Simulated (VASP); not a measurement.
A run of VASP 6.6.1 is set up as follows.

INCAR

```
SYSTEM = Bi
PREC = Accurate
ENCUT = 520
EDIFF = 1E-7
ISMEAR = -1
SIGMA = 0.1
LREAL = .False.
LASPH = .True.
NELM = 80
ALGO = Normal
ISIF = 2
LWAVE = .False.
LCHARG = .False.
GGA = RP
NBANDS = 38
```

KPOINTS

```
Automatic mesh
0
Gamma
  12 12 3
  0 0 0
```

The input POSCAR:

```
Bi
1.0
    3.6481239573      0.0000000000      0.0000000000
   -1.8240619787      3.1593680232      0.0000000000
    0.0000000000      0.0000000000     12.2203685574
Bi
4
Direct
    0.0000000000      1.0000000000      0.0000000000
    0.0000000000      1.0000000000      0.5000000000
    0.3333333333      0.6666666667      0.2500000000
    0.6666666667      0.3333333333      0.7500000000
```

Potentials or basis: VASP PAW PBE potentials, release 64 (Bi_d).

Run with:

```sh
$ cat potpaw_PBE.64/Bi_d/POTCAR > POTCAR
$ mpirun -np 1 vasp_std > vasp.out
```

Problem. What does it give for the band gap on the k mesh?

Solution. Zero (bands 30 and 31 overlap by 5.33 eV).

Problem. Estimate the pressure.

Solution. -3.2 GPa.

Stress tensor (GPa, compression positive):
```
-3.31  0.00  0.00
 0.00 -3.31  0.00
 0.00  0.00 -2.90
```

Caveat: the cell stands under tension; the PAW data sets were made with another functional, which shifts forces and pressure a little; spin-orbit coupling is left out, which moves the levels of the heavy elements.
